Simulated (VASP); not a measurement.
# TaN (Fm-3m) in VASP: a series of runs, part 2 of 2

VASP 6.6.1.

## Step 6: Relaxation of cell and atoms, PBE

Contents of INCAR:

```
SYSTEM = TaN
  PREC = Accurate
  ENCUT = 600
  EDIFF = 1E-6
  ISMEAR = -1
  SIGMA = 0.15
  LREAL = .False.
  LASPH = .True.
  NELM = 60
  ALGO = Normal
  ISIF = 3
  LWAVE = .False.
  LCHARG = .False.
  GGA = PE
  IBRION = 2
  NSW = 80
  EDIFFG = -0.001
```

Contents of KPOINTS:

```
regular mesh
0
Gamma
  16 16 16
  0 0 0
```

Contents of POSCAR:

```
TaN
1.0
    0.0000000000      2.2086347745      2.2086347745
    2.2086347745      0.0000000000      2.2086347745
    2.2086347745      2.2086347745      0.0000000000
Ta N
1 1
Direct
    0.5000000000      0.5000000000      0.5000000000
    0.0000000000      0.0000000000      0.0000000000
```

Potentials or basis: VASP PAW PBE potentials, release 64 (Ta_pv, N).

The run is started by

```bash
> cat potpaw_PBE.64/Ta_pv/POTCAR potpaw_PBE.64/N/POTCAR > POTCAR
> mpirun -np 1 vasp_std > vasp.out
```

OUTCAR:

```text
SYSTEM = TaN
   PREC = Accurate
   ENCUT = 600
   EDIFF = 1E-6
   ISMEAR = -1
   LREAL = .False.
   LASPH = .True.
   NELM = 60
   ISIF = 3
   GGA = PE
   IBRION = 2
   NSW = 80
   EDIFFG = -0.001

 ion  position               nearest neighbor table
   1  0.500  0.500  0.500-   2 2.21   2 2.21   2 2.21   2 2.21   2 2.21   2 2.21
   2  0.000  0.000  0.000-   1 2.21   1 2.21   1 2.21   1 2.21   1 2.21   1 2.21

  LATTYP: Found a face centered cubic cell.
 ALAT       =     4.4172695490

  Lattice vectors:

 A1 = (   0.0000000000,   2.2086347745,   2.2086347745)
 A2 = (   2.2086347745,   0.0000000000,   2.2086347745)
 A3 = (   2.2086347745,   2.2086347745,   0.0000000000)

Analysis of symmetry for initial positions (statically):
=====================================================================
 Subroutine PRICEL returns:
 Original cell was already a primitive cell.

 Routine SETGRP: Setting up the symmetry group for a
 face centered cubic supercell.

 Subroutine GETGRP returns: Found 48 space group operations
 (whereof 48 operations were pure point group operations)
 out of a pool of 48 trial point group operations.

The static configuration has the point symmetry O_h .

Analysis of symmetry for dynamics (positions and initial velocities):
=====================================================================
 Subroutine PRICEL returns:
 Original cell was already a primitive cell.

 Routine SETGRP: Setting up the symmetry group for a
 face centered cubic supercell.

 Subroutine GETGRP returns: Found 48 space group operations
 (whereof 48 operations were pure point group operations)
 out of a pool of 48 trial point group operations.

The dynamic configuration has the point symmetry O_h .

 Subroutine INISYM returns: Found 48 space group operations
 (whereof 48 operations are pure point group operations),
 and found     1 'primitive' translations

----------------------------------------------------------------------------------------

                                     Primitive cell

  volume of cell :      21.5477

  direct lattice vectors                    reciprocal lattice vectors
     0.000000000  2.208634775  2.208634775    -0.226384193  0.226384193  0.226384193
     2.208634775  0.000000000  2.208634775     0.226384193 -0.226384193  0.226384193
     2.208634775  2.208634775  0.000000000     0.226384193  0.226384193 -0.226384193

  length of vectors
     3.123481252  3.123481252  3.123481252     0.392108923  0.392108923  0.392108923

  position of ions in fractional coordinates (direct lattice)
     0.500000000  0.500000000  0.500000000
     0.000000000  0.000000000  0.000000000

  ion indices of the primitive-cell ions
   primitive index   ion index
                 1           1
                 2           2

----------------------------------------------------------------------------------------

 KPOINTS: regular mesh

Automatic generation of k-mesh.
 Grid dimensions read from file:
 generate k-points for:   16   16   16

 Generating k-lattice:

  Cartesian coordinates                     Fractional coordinates (reciprocal lattice)
    -0.014149012  0.014149012  0.014149012     0.062500000  0.000000000  0.000000000
     0.014149012 -0.014149012  0.014149012     0.000000000  0.062500000  0.000000000
[... 67 lines left out ...]
   TEBEG  =    0.0;   TEEND  =   0.0 temperature during run
   PSTRESS=    0.0 pullay stress
   NELECT =      16.0000    total number of electrons
   NUPDOWN=      -1.0000    fix difference up-down
   EMIN   =  10.00;   EMAX   =-10.00  energy-range for DOS
   EFERMI =   0.00;   METHOD = LEGACY
   ISMEAR =    -1;   SIGMA  =   0.15  broadening in eV -4-tet -1-fermi 0-gaus
   EFERMI_NEDOS =   21; number of points for ismear=-14 and -15
   IALGO  =     38    algorithm
   IMIX   =      4    mixing-type and parameters
     AMIX     =   0.40;   BMIX     =  1.00
     AMIX_MAG =   1.60;   BMIX_MAG =  1.00
  volume/ion in A,a.u.               =      10.77        72.71
  Fermi-wavevector in a.u.,A,eV,Ry     =   1.482453  2.801430 29.901072  2.197667
  Thomas-Fermi vector in A             =   2.596237
   LORBIT       =      0    0 simple, 1 ext, 2 COOP (PROOUT), +10 PAW based schemes
   GGA     = PE    functional components
   LHFCALC =     F    Hartree Fock is set to
   AEXX    =    0.0000 exact exchange contribution
   IVDW    =     0    specifies the selected vdW correction
   LEPSILON=     F    determine dielectric tensor
   LRPA    =     F    only Hartree local field effects (RPA)
 conjugate gradient relaxation of ions
 non-spin polarized calculation
  energy-cutoff  :      600.00
  volume of cell :       21.55
 maximum number of plane-waves:       736
 NGX is ok and might be reduce to    28
   NGX = 13   NGY = 13   NGZ = 13

--------------------------------------- Ionic step        1  -------------------------------------------

 number of electron      15.9999999 magnetization

 Free energy of the ion-electron system (eV)
  ---------------------------------------------------
  ext. energy  EPLUGINS =         0.00000000
  ---------------------------------------------------
  free energy    TOTEN  =       -21.85969661 eV

  energy without entropy =      -21.79678799  energy(sigma->0) =      -21.82824230

------------------------ aborting loop because EDIFF is reached ----------------------------------------

  FORCE on cell =-STRESS in cart. coord.  units (eV):
  Direction    XX          YY          ZZ          XY          YZ          ZX
  --------------------------------------------------------------------------------------
  -------------------------------------------------------------------------------------
  Total        0.1257110      0.1257110      0.1257110      0.0000000      0.0000000     -0.0000000
  in kB        9.3472148      9.3472148      9.3472148      0.0000000      0.0000000     -0.0000000
  external PRESSURE =       9.3472148 kB  Pullay stress =       0.0000000 kB
[... 89 lines left out ...]
  FREE ENERGIE OF THE ION-ELECTRON SYSTEM (eV)
  ---------------------------------------------------
  free  energy   TOTEN  =       -21.8599088111 eV

  energy  without entropy=      -21.7967147911  energy(sigma->0) =      -21.82831180

[... ionic steps 4 to 7 ...]

--------------------------------------- Ionic step        8  -------------------------------------------

 number of electron      15.9999999 magnetization

------------------------ aborting loop because EDIFF is reached ----------------------------------------
[... 67 lines left out ...]
--------------------------------------- Ionic step       10  -------------------------------------------

 number of electron      15.9999999 magnetization

 Free energy of the ion-electron system (eV)
  ---------------------------------------------------
  ext. energy  EPLUGINS =         0.00000000
  ---------------------------------------------------
  free energy    TOTEN  =       -21.85990894 eV

  energy without entropy =      -21.79671391  energy(sigma->0) =      -21.82831143

 E-fermi :   9.3561     XC(G=0): -13.3477

 val. band max:        9.3480224120   @ k =  -0.2500   0.3750   0.1250
 cond. band min:       9.3618007364   @ k =  -0.3125   0.3125   0.1250
 fundamental gap:      0.0137783244
 Fermi energy:         9.3561279264

 k-point     1 :       0.0000    0.0000    0.0000
  band No.  band energies     occupation
      1     -26.4411      2.00000
      2     -26.4411      2.00000
      3     -26.4411      2.00000
      4      -9.3680      2.00000
      5       5.5820      2.00000
      6       5.5820      2.00000
      7       5.5820      2.00000
      8       7.3034      2.00000
      9       7.3034      2.00000
     10       7.3034      2.00000
     11       9.4256      0.77258
     12       9.4256      0.77258
[... 331 lines left out ...]
 k-point    24 :      -0.0625    0.0625    0.0000
  band No.  band energies     occupation
      1     -26.5194      2.00000
      2     -26.4619      2.00000
      3     -26.4432      2.00000
      4      -9.1280      2.00000
      5       4.3879      2.00000
      6       4.7162      2.00000
      7       5.0513      2.00000
      8       7.4746      1.99999
      9       7.6830      1.99997
     10       7.9878      1.99978
     11       9.8213      0.08609
     12      10.6744      0.00030

 [... further k-points ...]

------------------------ aborting loop because EDIFF is reached ----------------------------------------

  FORCE on cell =-STRESS in cart. coord.  units (eV):
  Direction    XX          YY          ZZ          XY          YZ          ZX
  --------------------------------------------------------------------------------------
  -------------------------------------------------------------------------------------
  Total        0.0017443      0.0017443      0.0017443      0.0000000      0.0000000     -0.0000000
  in kB        0.1293149      0.1293149      0.1293149      0.0000000      0.0000000     -0.0000000
  external PRESSURE =       0.1293149 kB  Pullay stress =       0.0000000 kB
[... 17 lines left out ...]
  FREE ENERGIE OF THE ION-ELECTRON SYSTEM (eV)
  ---------------------------------------------------
  free  energy   TOTEN  =       -21.8599089431 eV

  energy  without entropy=      -21.7967139091  energy(sigma->0) =      -21.82831143

 reached required accuracy - stopping structural energy minimisation
```

It took 94 s on 1 thread of Intel Xeon Platinum 8488C (Sapphire Rapids), shared host; peak memory 0.2 GiB.

What came out:

* Free energy: -21.8599 eV
* Relaxed volume: 10.81 Å³/atom
* Relaxed cell: a = 3.127 Å, b = 3.127 Å, c = 3.127 Å, α = 60.00°, β = 60.00°, γ = 60.00°
* Space group after relaxing (to 0.1 Å): Fm-3m (No. 225)
* Energy gained by relaxing: 0.1 meV/atom
* Ionic steps: 10
* Pressure after relaxing: 0.0 GPa
* Band gap on the k mesh: zero (bands 8 and 9 overlap by 3.91 eV)

Step by step:
```tsv
step	energy change (eV)	largest force (eV/Å)	pressure (GPa)	volume (Å³)
1	0.0000	0.0000	0.93	21.55
2	0.0007	0.0000	-2.02	21.74
3	-0.0002	0.0000	-0.03	21.61
4	-0.0002	0.0000	-0.05	21.61
5	-0.0002	0.0000	0.44	21.58
6	-0.0002	0.0000	0.07	21.61
7	-0.0002	0.0000	0.07	21.61
8	-0.0002	0.0000	0.03	21.61
9	-0.0002	0.0000	0.02	21.61
10	-0.0002	0.0000	0.01	21.61
```

Final structure:
```
CELL_PARAMETERS angstrom
0.00000 2.21079 2.21079
2.21079 0.00000 2.21079
2.21079 2.21079 0.00000
ATOMIC_POSITIONS crystal
Ta 0.50000 0.50000 0.50000
N 0.00000 0.00000 0.00000
```

Levels at points of the mesh, in eV from the Fermi level:
| k point | band 5 | band 6 | band 7 | band 8 | band 9 | band 10 | band 11 | band 12 |
| --- | --- | --- | --- | --- | --- | --- | --- | --- |
| (0.00, 0.00, 0.00) | -3.77 | -3.77 | -3.77 | -2.05 | -2.05 | -2.05 | 0.07 | 0.07 |
| (0.50, 0.00, 0.00) | -10.24 | -7.45 | -7.45 | 1.86 | 1.86 | 1.95 | 3.78 | 7.37 |
| (0.50, 0.50, 0.00) | -6.60 | -5.35 | -4.60 | -4.60 | 2.07 | 3.46 | 3.46 | 4.37 |

Caveat: spin-orbit coupling is left out, which moves the levels of the heavy elements.

## Step 7: Summary

```tsv
task	cell	k mesh	cutoff (eV)	smearing	gap on the mesh (eV)	pressure (GPa)
single point	a = 3.123 Å, angles 60.0°, 2 atoms, atomic positions A	26 × 26 × 26	520	gaussian 0.15 eV	none	0.7
single point	a = 3.123 Å, angles 60.0°, 2 atoms, atomic positions A	24 × 24 × 24	520	gaussian 0.15 eV	none	0.8
single point	a = 4.417 Å, 8 atoms, atomic positions B	14 × 14 × 14	520	gaussian 0.15 eV	none	0.7
single point	a = 3.124 Å, angles 60.0°, 2 atoms, atomic positions A	16 × 16 × 16	520	fermi-dirac 0.15 eV	none	0.8
relaxation of cell and atoms	relaxed from a = 3.123 Å, angles 60.0°, 2 atoms, atomic positions A	16 × 16 × 16	600	fermi-dirac 0.15 eV	none	0.0
```

Alike in all rows: level PBE; potentials or basis VASP PAW PBE potentials, release 64 (Ta_pv, N); no spin polarisation.

Caveats: spin-orbit coupling is left out, which moves the levels of the heavy elements.

Total energies depend on the potentials used, so only differences within one code and one set of settings carry meaning.
